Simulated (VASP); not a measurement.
A run of VASP 6.6.1:

Contents of INCAR:

```
SYSTEM = InAs
PREC     = Accurate       ! precision mode
ENCUT    = 520            ! plane-wave cutoff, eV
EDIFF    = 1E-6           ! SCF threshold, eV
ISMEAR   = 0              ! smearing method
SIGMA    = 0.1            ! smearing width, eV
LREAL    = .FALSE.        ! projectors in reciprocal space
LASPH    = .TRUE.         ! aspherical terms in the spheres
NELM     = 80             ! most SCF steps
ALGO     = Normal         ! electronic algorithm
ISIF     = 2              ! what is computed and relaxed
LWAVE    = .FALSE.        ! write WAVECAR
LCHARG   = .TRUE.         ! write CHGCAR
GGA      = PE             ! functional
LELF     = .TRUE.         ! ELF
LVHAR    = .TRUE.       
NBANDS   = 16             ! bands
```

Contents of KPOINTS:

```
regular mesh
0
G
  13 13 13
  0 0 0
```

Contents of POSCAR:

```
InAs
1.0
    0.0000000000      3.0180000000      3.0180000000
    3.0180000000      0.0000000000      3.0180000000
    3.0180000000      3.0180000000      0.0000000000
In As
1 1
Direct
    0.0000000000      0.0000000000      0.0000000000
    0.7500000000      0.7500000000      0.7500000000
```

Potentials or basis: VASP PAW PBE potentials, release 64 (In_d, As).

The run is started by

```bash
$ cat potpaw_PBE.64/In_d/POTCAR potpaw_PBE.64/As/POTCAR > POTCAR
$ mpirun -np 1 vasp_std > vasp.out
```

Hardware: 1 thread of Intel Xeon 8259CL, with other jobs on the host.

How long does it take, and how much memory?

Wall time 61 s on 1 thread of Intel Xeon 8259CL, on a shared host, peak memory 0.22 GiB. Counts: scf iterations 12, k points 84.
